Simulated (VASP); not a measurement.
# CaZn2Sb2 (P-3m1) in VASP: vibrations by perturbation theory with LDA

Aim: the vibrations by perturbation theory of CaZn2Sb2 with LDA.

All numbers are computed with VASP 6.6.1; they aren't measurements. Logs are shortened: lines on timing, memory, paths and dates and some standing lists are left out, and cuts for length are marked.

## 1. The cell of the first run

It takes space group P-3m1 (No. 164, trigonal). The conventional cell has a = 4.441 Å, b = 4.441 Å, c = 7.464 Å, α = 90.00°, β = 90.00°, γ = 120.00°. Within 4.2 Å of Ca (site symmetry -3m) lie 6 Sb at 3.20 Å and 6 Zn at 3.76 Å. Zn (site symmetry 3m) has 4 Sb at 2.70 to 2.79 Å and 3 Zn at 3.22 Å within 3.6 Å. Sb (site symmetry 3m) has 4 Zn at 2.70 to 2.79 Å and 3 Ca at 3.20 Å within 3.6 Å.

## 2. Vibrations by perturbation theory, LDA

File INCAR:

```
SYSTEM = CaZn2Sb2
PREC = Accurate
ENCUT = 520
EDIFF = 1E-8
ISMEAR = -1
SIGMA = 0.1
LREAL = .FALSE.
LASPH = .TRUE.
NELM = 100
ALGO = Normal
ISIF = 2
LWAVE = .FALSE.
LCHARG = .FALSE.
NBANDS = 30
IBRION = 8
NSW = 1
```

File KPOINTS:

```
Automatic mesh
0
G
  5 5 3
  0 0 0
```

File POSCAR:

```
CaZn2Sb2
1.0
    4.4410000000      0.0000000000      0.0000000000
   -2.2205000000      3.8460200000      0.0000000000
    0.0000000000      0.0000000000      7.4640000000
Ca Zn Sb
1 2 2
Direct
    0.0000000000      0.0000000000      0.0000000000
    0.3333333333      0.6666666667      0.6307000000
    0.6666666667      0.3333333333      0.3693000000
    0.3333333333      0.6666666667      0.2571000000
    0.6666666667      0.3333333333      0.7429000000
```

Potentials or basis: VASP PAW LDA potentials, release 64 (Ca_sv, Zn, Sb).

Launch:

```console
$ cat potpaw_LDA.64/Ca_sv/POTCAR potpaw_LDA.64/Zn/POTCAR potpaw_LDA.64/Sb/POTCAR > POTCAR
$ mpirun -np 1 vasp_std > vasp.out
```

OUTCAR:

```text
SYSTEM = CaZn2Sb2
   PREC = Accurate
   ENCUT = 520
   EDIFF = 1E-8
   ISMEAR = -1
   LREAL = .FALSE.
   LASPH = .TRUE.
   NELM = 100
   ISIF = 2
   IBRION = 8
   NSW = 1

 ion  position               nearest neighbor table
   1  0.000  0.000  0.000-   4 3.20   5 3.20   5 3.20   4 3.20   5 3.20   4 3.20
   2  0.333  0.667  0.631-   5 2.70   5 2.70   5 2.70   4 2.79
   3  0.667  0.333  0.369-   4 2.70   4 2.70   4 2.70   5 2.79
   4  0.333  0.667  0.257-   3 2.70   3 2.70   3 2.70   2 2.79   1 3.20   1 3.20   1 3.20
   5  0.667  0.333  0.743-   2 2.70   2 2.70   2 2.70   3 2.79   1 3.20   1 3.20   1 3.20

  LATTYP: Found a hexagonal cell.
 ALAT       =     4.4410000000
 C/A-ratio  =     1.6807025445

  Lattice vectors:

 A1 = (   4.4410000000,   0.0000000000,   0.0000000000)
 A2 = (  -2.2205000000,   3.8460200000,   0.0000000000)
 A3 = (   0.0000000000,   0.0000000000,   7.4640000000)

Analysis of symmetry for initial positions (statically):
=====================================================================
 Subroutine PRICEL returns:
 Original cell was already a primitive cell.

 Routine SETGRP: Setting up the symmetry group for a
 hexagonal supercell.

 Subroutine GETGRP returns: Found 12 space group operations
 (whereof 12 operations were pure point group operations)
 out of a pool of 24 trial point group operations.

The static configuration has the point symmetry D_3d.

Analysis of symmetry for dynamics (positions and initial velocities):
=====================================================================
 Subroutine PRICEL returns:
 Original cell was already a primitive cell.

 Routine SETGRP: Setting up the symmetry group for a
 hexagonal supercell.

 Subroutine GETGRP returns: Found 12 space group operations
 (whereof 12 operations were pure point group operations)
 out of a pool of 24 trial point group operations.

The dynamic configuration has the point symmetry D_3d.

 Subroutine INISYM returns: Found 12 space group operations
 (whereof 12 operations are pure point group operations),
 and found     1 'primitive' translations

----------------------------------------------------------------------------------------

                                     Primitive cell

  volume of cell :     127.4864

  direct lattice vectors                    reciprocal lattice vectors
     4.441000000  0.000000000  0.000000000     0.225174510  0.130004524  0.000000000
    -2.220500000  3.846020000  0.000000000     0.000000000  0.260009048  0.000000000
     0.000000000  0.000000000  7.464000000     0.000000000  0.000000000  0.133976420

  length of vectors
     4.441000000  4.441001023  7.464000000     0.260009108  0.260009048  0.133976420

  position of ions in fractional coordinates (direct lattice)
     0.000000000  0.000000000  0.000000000
     0.333333333  0.666666667  0.630700000
     0.666666667  0.333333333  0.369300000
     0.333333333  0.666666667  0.257100000
     0.666666667  0.333333333  0.742900000

  ion indices of the primitive-cell ions
   primitive index   ion index
                 1           1
                 2           2
                 3           3
                 4           4
                 5           5

----------------------------------------------------------------------------------------

 KPOINTS: Automatic mesh

Automatic generation of k-mesh.
 Grid dimensions read from file:
 generate k-points for:    5    5    3

 Generating k-lattice:

  Cartesian coordinates                     Fractional coordinates (reciprocal lattice)
     0.045034902  0.026000905  0.000000000     0.200000000  0.000000000  0.000000000
[... 85 lines left out ...]

 number of electron      43.9999970 magnetization

 Free energy of the ion-electron system (eV)
  ---------------------------------------------------
  ext. energy  EPLUGINS =         0.00000000
  ---------------------------------------------------
  free energy    TOTEN  =       -17.74454236 eV

  energy without entropy =      -17.73003276  energy(sigma->0) =      -17.73728756

 E-fermi :   4.4802     XC(G=0):  -9.7863

 val. band max:        4.3994228089   @ k =   0.0000   0.0000   0.3333
 cond. band min:       4.6089109429   @ k =   0.0000   0.0000   0.0000
 fundamental gap:      0.2094881339
 Fermi energy:         4.4802070397

 k-point     1 :       0.0000    0.0000    0.0000
  band No.  band energies     occupation
      1     -36.6284      2.00000
      2     -17.9778      2.00000
      3     -17.9247      2.00000
      4     -17.9247      2.00000
      5      -6.4608      2.00000
      6      -5.3471      2.00000
[... 385 lines left out ...]
     29       8.3245      0.00000
     30       8.9082      0.00000

------------------------ aborting loop because EDIFF is reached ----------------------------------------

  FORCE on cell =-STRESS in cart. coord.  units (eV):
  Direction    XX          YY          ZZ          XY          YZ          ZX
  --------------------------------------------------------------------------------------
  -------------------------------------------------------------------------------------
  Total       -2.1369154     -2.1369168     -3.0381668     -0.0000000      0.0000000      0.0000000
  in kB      -26.8555455    -26.8555620    -38.1819637     -0.0000000      0.0000000      0.0000000
  external PRESSURE =     -30.6310238 kB  Pullay stress =       0.0000000 kB

 VOLUME and BASIS-vectors are now :
 -----------------------------------------------------------------------------
  energy-cutoff  :      520.00
  volume of cell :      127.49
      direct lattice vectors                 reciprocal lattice vectors
     4.441000000  0.000000000  0.000000000     0.225174510  0.130004524  0.000000000
    -2.220500000  3.846020000  0.000000000     0.000000000  0.260009048  0.000000000
     0.000000000  0.000000000  7.464000000     0.000000000  0.000000000  0.133976420

 POSITION                                       TOTAL-FORCE (eV/Angst)
 -----------------------------------------------------------------------------------
      0.00000      0.00000      0.00000         0.000000      0.000000      0.000000
     -0.00000      2.56401      4.70754        -0.000000     -0.000000      0.014343
      2.22050      1.28201      2.75646         0.000000      0.000000     -0.014343
     -0.00000      2.56401      1.91899        -0.000000      0.000000      0.156262
      2.22050      1.28201      5.54501         0.000000      0.000000     -0.156262
 -----------------------------------------------------------------------------------
    total drift:                                0.000000     -0.000000     -0.000000

  FREE ENERGIE OF THE ION-ELECTRON SYSTEM (eV)
  ---------------------------------------------------
  free  energy   TOTEN  =       -17.7445423630 eV

  energy  without entropy=      -17.7300327648  energy(sigma->0) =      -17.73728756

[... ionic steps 2 to 12 ...]

--------------------------------------- Ionic step       13  -------------------------------------------

------------------------ aborting loop because EDIFF is reached ----------------------------------------

[... ionic steps 14 to 14 ...]

--------------------------------------- Ionic step       15  -------------------------------------------

 Free energy of the ion-electron system (eV)
  ---------------------------------------------------
  ---------------------------------------------------
  free energy    TOTEN  =        -0.03743564 eV

  energy without entropy =       -0.03743500

------------------------ aborting loop because EDIFF is reached ----------------------------------------

 INTERNAL STRAIN TENSOR  FOR ION    4  DIRECTION 3   (eV/Angst):
 -----------------------------------------------------------------------------
     1.72248 -0.00000  0.00000
    -0.00000  1.72248  0.00000
    -0.00000  0.00000  5.53345

 INTERNAL STRAIN TENSOR FOR ION    5 for displacements in x,y,z  (eV/Angst):
          X           Y           Z          XY          YZ          ZX
  --------------------------------------------------------------------------------
  x     0.00000     0.00000     0.00000     1.26365    -0.00000    -0.14934
  y     1.26365    -1.26365     0.00000     0.00000    -0.04413     0.00000
  z    -1.72248    -1.72248    -5.53345     0.00000     0.00000     0.00000

 SECOND DERIVATIVES (NOT SYMMETRIZED)
 ------------------------------------
               1X          1Y          1Z          2X          2Y          2Z          3X          3Y          3Z          4X          4Y          4Z          5X          5Y          5Z
  1X    -2.170666    0.000000    0.000000    0.006089    0.000000    0.000000    0.006089    0.000000    0.000000    1.079244    0.000000    0.000000    1.079244    0.000000    0.000000
  1Y     0.000000   -2.170668    0.000000    0.000000    0.006089    0.000000    0.000000    0.006089    0.000000    0.000000    1.079244    0.000000    0.000000    1.079244    0.000000
  1Z     0.000000   -0.000000   -3.453603    0.000000    0.000000    1.063460    0.000000    0.000000    1.063460    0.000000    0.000000    0.663342    0.000000    0.000000    0.663342
  2X    -0.012568    0.000000    0.000000   -3.587068    0.000000    0.000000    0.194696    0.000000    0.000000   -0.174414    0.000000    0.000000    3.579354    0.000000    0.000000
  2Y     0.000000   -0.012568    0.000000    0.000000   -3.587070    0.000000    0.000000    0.194696    0.000000    0.000000   -0.174414    0.000000    0.000000    3.579356    0.000000
  2Z     0.000000    0.000000    1.049293    0.000000   -0.000000   -2.858835    0.000000   -0.000000   -0.507595    0.000000    0.000000    1.635441   -0.000000    0.000000    0.681696
  3X    -0.012568    0.000000    0.000000    0.194696    0.000000    0.000000   -3.587068    0.000000    0.000000    3.579354    0.000000    0.000000   -0.174414    0.000000    0.000000
  3Y     0.000000   -0.012568    0.000000    0.000000    0.194696    0.000000    0.000000   -3.587070    0.000000    0.000000    3.579356    0.000000    0.000000   -0.174414    0.000000
  3Z     0.000000    0.000000    1.049293    0.000000   -0.000000   -0.507595    0.000000   -0.000000   -2.858835   -0.000000    0.000000    0.681696    0.000000    0.000000    1.635441
  4X     1.082055    0.000000    0.000000   -0.147731    0.000000    0.000000    3.601440    0.000000    0.000000   -4.572717    0.000000    0.000000    0.036953    0.000000    0.000000
  4Y     0.000000    1.082055    0.000000    0.000000   -0.147731   -0.000000    0.000000    3.601442    0.000000    0.000000   -4.572719    0.000000   -0.000000    0.036953    0.000000
  4Z     0.000000    0.000000    0.666371    0.000000    0.000000    1.652862    0.000000    0.000000    0.693799    0.000000    0.000000   -4.779710   -0.000000    0.000000    1.766678
  5X     1.082055    0.000000    0.000000    3.601440    0.000000    0.000000   -0.147731    0.000000    0.000000    0.036953    0.000000    0.000000   -4.572717    0.000000    0.000000
  5Y     0.000000    1.082055    0.000000    0.000000    3.601442    0.000000    0.000000   -0.147731   -0.000000   -0.000000    0.036953    0.000000    0.000000   -4.572719    0.000000
  5Z     0.000000    0.000000    0.666371    0.000000    0.000000    0.693799    0.000000    0.000000    1.652862   -0.000000    0.000000    1.766678    0.000000    0.000000   -4.779710

 Eigenvectors and eigenvalues of the dynamical matrix
 ----------------------------------------------------

   1 f  =    5.012374 THz    31.493675 2PiTHz  167.194803 cm-1    20.729504 meV
             X         Y         Z           dx          dy          dz
      0.000000  0.000000  0.000000    -0.000000   -0.000000    0.864985
     -0.000000  2.564013  4.707545    -0.000000   -0.000000   -0.354577
      2.220500  1.282007  2.756455     0.000000    0.000000   -0.354577
     -0.000000  2.564013  1.918994    -0.000000   -0.000000    0.013248
      2.220500  1.282007  5.545006     0.000000    0.000000    0.013248
[... 105 lines left out ...]
  15 f/i=    0.021489 THz     0.135017 2PiTHz    0.716784 cm-1     0.088870 meV
             X         Y         Z           dx          dy          dz
      0.000000  0.000000  0.000000    -0.000009   -0.307965   -0.000000
     -0.000000  2.564013  4.707545    -0.000012   -0.400217   -0.000000
      2.220500  1.282007  2.756455    -0.000012   -0.400217   -0.000000
     -0.000000  2.564013  1.918994    -0.000016   -0.540745   -0.000000
      2.220500  1.282007  5.545006    -0.000016   -0.540745   -0.000000

--------------------------------------------------------------------------------------------------------

 ELASTIC MODULI CONTR FROM IONIC RELAXATION (kBar)
 Direction    XX          YY          ZZ          XY          YZ          ZX
 --------------------------------------------------------------------------------
 XX        -100.5814     39.0015    -16.5320     -0.0000    114.1036      0.0000
 YY          39.0015   -100.5815    -16.5320      0.0000   -114.1036     -0.0000
 ZZ         -16.5320    -16.5320   -138.3129     -0.0000     -0.0000      0.0000
 XY          -0.0000      0.0000     -0.0000    -69.7915      0.0000    113.8826
 YZ         114.1036   -114.1036     -0.0000      0.0000   -212.0171     -0.0000
 ZX           0.0000     -0.0000      0.0000    113.8826     -0.0000   -208.6182
 --------------------------------------------------------------------------------
```

Wall time 23 min (1 thread of Intel Xeon Platinum 8259CL at 2.50GHz (Skylake/Cascade Lake), shared host); peak memory 0.58 GiB.

What came out:

```yaml
Highest_phonon_frequency_at_Γ: 167 cm⁻¹
```

Phonon frequencies in cm⁻¹ (negative: imaginary):
```tsv
q point	frequencies
(0.000, 0.000, 0.000)	-1 -1 0 35 35 92 121 121 126 127 156 156 157 157 167
```

Caveat: the cell stands under pressure or tension, which shifts response properties; spin-orbit coupling is left out, which moves the levels of the heavy elements.
